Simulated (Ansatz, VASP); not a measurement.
**Rh in VASP and in Ansatz**

```
Rh
1.0
    -1.53567    1.53567    1.53567
     1.53567   -1.53567    1.53567
     1.53567    1.53567   -1.53567
Rh
1
Direct
  0.00000 0.00000 0.00000
```

Alike in both runs: functional PBE; k mesh 19 × 19 × 19; occupations fermi-dirac, width 0.05 eV; non-collinear spin, spin-orbit coupling.

Ansatz relaxed the structure, and its values are those at the end. VASP's run is a single point on that final structure, the one shown.

|  | VASP | Ansatz |
| --- | --- | --- |
| version | VASP 6.6.1 | Ansatz 0.2.0 |
| potentials or method | VASP PAW PBE potentials, release 64 (Rh_pv), cutoff 520 eV | all-electron LAPW |

VASP gave:

| Quantity | Value |
| --- | --- |
| pressure (GPa) | 0.2 |

Task: Which values does Ansatz return?

Result: Pressure (GPa): 0.0.

Ansatz ran all-electron here, and VASP with PAW potentials.
